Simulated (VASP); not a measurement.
# HfO2 in VASP: notebook

The runs below take HfO2 through single point, with PBE.

Program: VASP 6.6.1. These are calculated values, not measurements. Logs are shortened: lines on timing, memory, paths and dates and some standing lists are left out, and cuts for length are marked.

## (1) The cell of the first run

It takes space group Fm-3m (No. 225, cubic). Conventional cell: a = 5.098 Å, b = 5.098 Å, c = 5.098 Å, α = 90.00°, β = 90.00°, γ = 90.00°. Within 2.9 Å of Hf (site symmetry m-3m) lie 8 O at 2.21 Å. O (site symmetry -43m) has 4 Hf at 2.21 Å and 6 O at 2.55 Å within 2.9 Å.

## (2) Single point, PBE

The input, INCAR:

```
SYSTEM = HfO2
ALGO = Normal
EDIFF = 1E-6
ENCUT = 520
GGA = PE
ISIF = 2
ISMEAR = 0
LASPH = .True.
LCHARG = .True.
LELF = .True.
LREAL = .False.
LVHAR = .True.
LWAVE = .False.
NBANDS = 18
NELM = 80
PREC = Accurate
SIGMA = 0.05
```

The input, KPOINTS:

```
k-points
0
Gamma
  8 8 8
  0 0 0
```

The input, POSCAR:

```
HfO2
1.0
    0.0000000000      2.5489194570      2.5489194570
    2.5489194570      0.0000000000      2.5489194570
    2.5489194570      2.5489194570      0.0000000000
Hf O
1 2
Direct
    0.0000000000      0.0000000000      0.0000000000
    0.2500000000      0.2500000000      0.2500000000
    0.7500000000      0.7500000000      0.7500000000
```

Potentials or basis: VASP PAW PBE potentials, release 64 (Hf_pv, O).

Started as:

```bash
$ cat potpaw_PBE.64/Hf_pv/POTCAR potpaw_PBE.64/O/POTCAR > POTCAR
$ mpirun -np 1 vasp_std > vasp.out
```

OUTCAR:

```text
SYSTEM = HfO2
   EDIFF = 1E-6
   ENCUT = 520
   GGA = PE
   ISIF = 2
   ISMEAR = 0
   LASPH = .True.
   LREAL = .False.
   NELM = 80
   PREC = Accurate

 ion  position               nearest neighbor table
   1  0.000  0.000  0.000-   3 2.21   3 2.21   3 2.21   2 2.21   3 2.21   2 2.21   2 2.21   2 2.21

   2  0.250  0.250  0.250-   1 2.21   1 2.21   1 2.21   1 2.21
   3  0.750  0.750  0.750-   1 2.21   1 2.21   1 2.21   1 2.21

  LATTYP: Found a face centered cubic cell.
 ALAT       =     5.0978389140

  Lattice vectors:

 A1 = (   0.0000000000,   2.5489194570,   2.5489194570)
 A2 = (   2.5489194570,   0.0000000000,   2.5489194570)
 A3 = (   2.5489194570,   2.5489194570,   0.0000000000)

Analysis of symmetry for initial positions (statically):
=====================================================================
 Subroutine PRICEL returns:
 Original cell was already a primitive cell.

 Routine SETGRP: Setting up the symmetry group for a
 face centered cubic supercell.

 Subroutine GETGRP returns: Found 48 space group operations
 (whereof 48 operations were pure point group operations)
 out of a pool of 48 trial point group operations.

The static configuration has the point symmetry O_h .

Analysis of symmetry for dynamics (positions and initial velocities):
=====================================================================
 Subroutine PRICEL returns:
 Original cell was already a primitive cell.

 Routine SETGRP: Setting up the symmetry group for a
 face centered cubic supercell.

 Subroutine GETGRP returns: Found 48 space group operations
 (whereof 48 operations were pure point group operations)
 out of a pool of 48 trial point group operations.

The dynamic configuration has the point symmetry O_h .

 Subroutine INISYM returns: Found 48 space group operations
 (whereof 48 operations are pure point group operations),
 and found     1 'primitive' translations

----------------------------------------------------------------------------------------

                                     Primitive cell

  volume of cell :      33.1206

  direct lattice vectors                    reciprocal lattice vectors
     0.000000000  2.548919457  2.548919457    -0.196161553  0.196161553  0.196161553
     2.548919457  0.000000000  2.548919457     0.196161553 -0.196161553  0.196161553
     2.548919457  2.548919457  0.000000000     0.196161553  0.196161553 -0.196161553

  length of vectors
     3.604716465  3.604716465  3.604716465     0.339761777  0.339761777  0.339761777

  position of ions in fractional coordinates (direct lattice)
     0.000000000  0.000000000  0.000000000
     0.250000000  0.250000000  0.250000000
     0.750000000  0.750000000  0.750000000

  ion indices of the primitive-cell ions
   primitive index   ion index
                 1           1
                 2           2
                 3           3

----------------------------------------------------------------------------------------

 KPOINTS: k-points

Automatic generation of k-mesh.
 Grid dimensions read from file:
 generate k-points for:    8    8    8

 Generating k-lattice:

  Cartesian coordinates                     Fractional coordinates (reciprocal lattice)
    -0.024520194  0.024520194  0.024520194     0.125000000  0.000000000  0.000000000
     0.024520194 -0.024520194  0.024520194     0.000000000  0.125000000  0.000000000
     0.024520194  0.024520194 -0.024520194     0.000000000  0.000000000  0.125000000

  Length of vectors
     0.042470222  0.042470222  0.042470222

  Shift w.r.t. Gamma in fractional coordinates (k-lattice)
     0.000000000  0.000000000  0.000000000

 Subroutine IBZKPT returns following result:
 ===========================================

 Found     29 irreducible k-points:

 Following reciprocal coordinates:
            Coordinates               Weight
  0.000000  0.000000  0.000000      1.000000
  0.125000  0.000000  0.000000      8.000000
  0.250000  0.000000  0.000000      8.000000
  0.375000  0.000000  0.000000      8.000000
  0.500000  0.000000  0.000000      4.000000
  0.125000  0.125000  0.000000      6.000000
[... 16 lines left out ...]
  0.500000  0.250000  0.125000     48.000000
 -0.375000  0.250000  0.125000     24.000000
 [... further k-points ...]
   k-points           NKPTS =     29   k-points in BZ     NKDIM =     29   number of bands    NBANDS=     18
   number of dos      NEDOS =    301   number of ions     NIONS =      3
   total plane-waves  NPLWV =  21952
   dimension x,y,z NGX =    28 NGY =   28 NGZ =   28
   dimension x,y,z NGXF=    56 NGYF=   56 NGZF=   56
   ions per type =               1   2
   NGX,Y,Z   is equivalent  to a cutoff of  12.91, 12.91, 12.91 a.u.
   NGXF,Y,Z  is equivalent  to a cutoff of  25.83, 25.83, 25.83 a.u.
 SYSTEM =  HfO2
   PREC   = accura    normal or accurate (medium, high low for compatibility)
   ISTART =      0    job   : 0-new  1-cont  2-samecut
   ICHARG =      2    charge: 1-file 2-atom 10-const
   ISPIN  =      1    spin polarized calculation?
   LNONCOLLINEAR =      F non collinear calculations
   LSORBIT =      F    spin-orbit coupling
   LASPH  =      T    aspherical Exc in radial PAW
   ENCUT  =  520.0 eV  38.22 Ry    6.18 a.u.   6.70  6.70  6.70*2*pi/ulx,y,z
   NELM   =     80;   NELMIN=  2; NELMDL= -5     # of ELM steps
   EDIFF  = 0.1E-05   stopping-criterion for ELM
   LREAL  =      F    real-space projection
   EDIFFG = 0.1E-04   stopping-criterion for IOM
   NSW    =      0    number of steps for IOM
   IBRION =     -1    ionic relax: 0-MD 1-quasi-New 2-CG
   NFREE  =      0    steps in history (QN), initial steepest desc. (CG)
   ISIF   =      2    stress and relaxation
   ISYM   =      2    0-nonsym 1-usesym 2-fastsym
   POTIM  = 0.5000    time-step for ionic-motion
   TEBEG  =    0.0;   TEEND  =   0.0 temperature during run
   PSTRESS=    0.0 pullay stress
   NELECT =      22.0000    total number of electrons
   NUPDOWN=      -1.0000    fix difference up-down
   EMIN   =  10.00;   EMAX   =-10.00  energy-range for DOS
   EFERMI =   0.00;   METHOD = LEGACY
   ISMEAR =     0;   SIGMA  =   0.05  broadening in eV -4-tet -1-fermi 0-gaus
   EFERMI_NEDOS =   21; number of points for ismear=-14 and -15
   IALGO  =     38    algorithm
   IMIX   =      4    mixing-type and parameters
     AMIX     =   0.40;   BMIX     =  1.00
     AMIX_MAG =   1.60;   BMIX_MAG =  1.00
  volume/ion in A,a.u.               =      11.04        74.50
  Fermi-wavevector in a.u.,A,eV,Ry     =   1.428399  2.699283 27.760299  2.040324
  Thomas-Fermi vector in A             =   2.548465
   LORBIT       =      0    0 simple, 1 ext, 2 COOP (PROOUT), +10 PAW based schemes
   GGA     = PE    functional components
   LHFCALC =     F    Hartree Fock is set to
   AEXX    =    0.0000 exact exchange contribution
   IVDW    =     0    specifies the selected vdW correction
   LEPSILON=     F    determine dielectric tensor
   LRPA    =     F    only Hartree local field effects (RPA)
 non-spin polarized calculation
 Gauss-broadening in eV      SIGMA  =   0.05
  energy-cutoff  :      520.00
  volume of cell :       33.12
 maximum number of plane-waves:       911
   NGX = 13   NGY = 13   NGZ = 13

 number of electron      21.9999992 magnetization

 Free energy of the ion-electron system (eV)
  ---------------------------------------------------
  ext. energy  EPLUGINS =         0.00000000
  ---------------------------------------------------
  free energy    TOTEN  =       -30.24325804 eV

  energy without entropy =      -30.24325804  energy(sigma->0) =      -30.24325804

 E-fermi :   4.3923     XC(G=0): -11.7510

 val. band max:        4.1393323275   @ k =   0.5000   0.5000   0.0000
 cond. band min:       7.8962583703   @ k =   0.5000   0.5000   0.0000
 fundamental gap:      3.7569260428
 Fermi energy:         4.3923388815

 k-point     1 :       0.0000    0.0000    0.0000
  band No.  band energies     occupation
      1     -25.6242      2.00000
      2     -25.6242      2.00000
      3     -25.6242      2.00000
      4     -14.4911      2.00000
      5     -11.5395      2.00000
      6      -1.1030      2.00000
[... 10 lines left out ...]
     17      14.3554      0.00000
     18      17.5334      0.00000

 k-point     2 :       0.1250    0.0000    0.0000
  band No.  band energies     occupation
      1     -25.6863      2.00000
      2     -25.6310      2.00000
      3     -25.6310      2.00000
      4     -14.2913      2.00000
      5     -11.7027      2.00000
      6      -0.9557      2.00000
[... 10 lines left out ...]
     17      14.0998      0.00000
     18      17.4977      0.00000

 k-point     3 :       0.2500    0.0000    0.0000
  band No.  band energies     occupation
      1     -25.8309      2.00000
      2     -25.6474      2.00000
      3     -25.6474      2.00000
      4     -13.8156      2.00000
      5     -12.0354      2.00000
      6      -0.5905      2.00000
[... 10 lines left out ...]
     17      13.6384      0.00000
     18      16.6372      0.00000

 k-point     4 :       0.3750    0.0000    0.0000
  band No.  band energies     occupation
      1     -25.9685      2.00000
      2     -25.6637      2.00000
      3     -25.6637      2.00000
      4     -13.3983      2.00000
      5     -12.2388      2.00000
      6      -0.2250      2.00000
[... 375 lines left out ...]
      4     -13.4101      2.00000
      5     -12.2818      2.00000
      6      -0.5988      2.00000
[... 10 lines left out ...]
     17      13.8352      0.00000
     18      17.1684      0.00000

 k-point    23 :       0.5000    0.2500    0.1250
  band No.  band energies     occupation
      1     -25.9424      2.00000
      2     -25.7645      2.00000
      3     -25.6868      2.00000
      4     -13.0333      2.00000
      5     -12.4396      2.00000
      6      -0.6028      2.00000
[... 10 lines left out ...]
     17      14.7771      0.00000
     18      16.9953      0.00000

 k-point    24 :      -0.3750    0.2500    0.1250
  band No.  band energies     occupation
      1     -25.9690      2.00000
      2     -25.7848      2.00000
      3     -25.6960      2.00000
      4     -12.9434      2.00000
      5     -12.4230      2.00000
      6      -0.6068      2.00000
[... 10 lines left out ...]
     17      15.0247      0.00000
     18      16.9671      0.00000

 [... further k-points ...]
[... 5 lines left out ...]
  --------------------------------------------------------------------------------------
  -------------------------------------------------------------------------------------
  Total       -0.7562257     -0.7562257     -0.7562257      0.0000000      0.0000000      0.0000000
  in kB      -36.5816823    -36.5816823    -36.5816823      0.0000000      0.0000000      0.0000000
  external PRESSURE =     -36.5816823 kB  Pullay stress =       0.0000000 kB

 VOLUME and BASIS-vectors are now :
 -----------------------------------------------------------------------------
  energy-cutoff  :      520.00
  volume of cell :       33.12
      direct lattice vectors                 reciprocal lattice vectors
     0.000000000  2.548919457  2.548919457    -0.196161553  0.196161553  0.196161553
     2.548919457  0.000000000  2.548919457     0.196161553 -0.196161553  0.196161553
     2.548919457  2.548919457  0.000000000     0.196161553  0.196161553 -0.196161553

 POSITION                                       TOTAL-FORCE (eV/Angst)
 -----------------------------------------------------------------------------------
      0.00000      0.00000      0.00000        -0.000000      0.000000      0.000000
      1.27446      1.27446      1.27446         0.000000      0.000000      0.000000
      3.82338      3.82338      3.82338        -0.000000     -0.000000     -0.000000
 -----------------------------------------------------------------------------------
    total drift:                                0.000000      0.000000      0.000000

  FREE ENERGIE OF THE ION-ELECTRON SYSTEM (eV)
  ---------------------------------------------------
  free  energy   TOTEN  =       -30.2432580411 eV

  energy  without entropy=      -30.2432580411  energy(sigma->0) =      -30.24325804
```

It took 22 s on 1 thread of Intel Xeon Platinum 8259CL at 2.50GHz (Skylake/Cascade Lake), shared host; peak memory 0.16 GiB.

What came out:

- Free energy: -30.2433 eV
- Pressure: -3.7 GPa
- Band gap on the k mesh: 3.76 eV, direct

Caveat: spin-orbit coupling is left out, which moves the levels of the heavy elements.

(Continued in part 2 of 2.)
